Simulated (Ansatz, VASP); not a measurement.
# ZnCu in VASP and in Ansatz

Contents of INCAR:

```
PREC     = Accurate       # precision mode
ENCUT    = 520            # plane-wave cutoff, eV
EDIFF    = 1E-7           # SCF threshold, eV
ISMEAR   = 0              # smearing method
SIGMA    = 0.05           # smearing width, eV
LREAL    = F              # projectors in reciprocal space
LASPH    = T              # aspherical terms in the spheres
NELM     = 80             # most SCF steps
ALGO     = Fast           # electronic algorithm
ISIF     = 2              # what is computed and relaxed
LWAVE    = F              # write WAVECAR
LCHARG   = F              # write CHGCAR
GGA      = PE             # functional
NBANDS   = 18             # bands
```

File KPOINTS:

```
regular mesh
0
Gamma
  12 12 12
```

The input POSCAR:

```
ZnCu
1.0
    3.0328601795      0.0000000000      0.0000000000
    0.0000000000      3.0328601795      0.0000000000
    0.0000000000      0.0000000000      3.0328601795
Zn Cu
1 1
Direct
    0.5000000000      0.5000000000      0.5000000000
    0.0000000000      0.0000000000      0.0000000000
```

Input for Ansatz:

```yaml
crystal:
  lattice:
    - [3.0328601795, 0.0, 0.0]
    - [0.0, 3.0328601795, 0.0]
    - [0.0, 0.0, 3.0328601795]
  atoms:
    - { symbol: Zn, position: [0.5, 0.5, 0.5] }
    - { symbol: Cu, position: [0.0, 0.0, 0.0] }
basis:
  ecutwfc: 420
  ecutrho_ratio: 4
kpoints:
  mp_grid: { grid: [12, 12, 12] }
hamiltonian:
  xc: pbe
scf:
  occupations: { method: gaussian, width: 0.05 }
output:
  forces: true
  stress: true
  eigenvalues: true
```

Alike in both runs: task single point; functional PBE; k mesh 12 × 12 × 12; occupations gaussian, width 0.05 eV; no spin polarisation.

```csv
,VASP,Ansatz
version,VASP 6.6.1,Ansatz 0.2.0
potentials or method,"VASP PAW PBE potentials, release 64 (Zn, Cu), cutoff 520 eV","scalar-relativistic, plane waves, PAW"
valence electrons in the cell,23,31
```

```csv
,VASP,Ansatz,Ansatz less VASP
gap on the k mesh at the Fermi level (eV),none,none,-
pressure (GPa),-6.1,-6.5,-0.46
```

A gap of «none» marks a metal or a gap that the smearing closes. The functional is the same, so the differences come from potentials, cutoffs and numerics. VASP's potentials hold 23 valence electrons a cell and Ansatz's 31, so a difference there can come from the potentials and not from the codes.
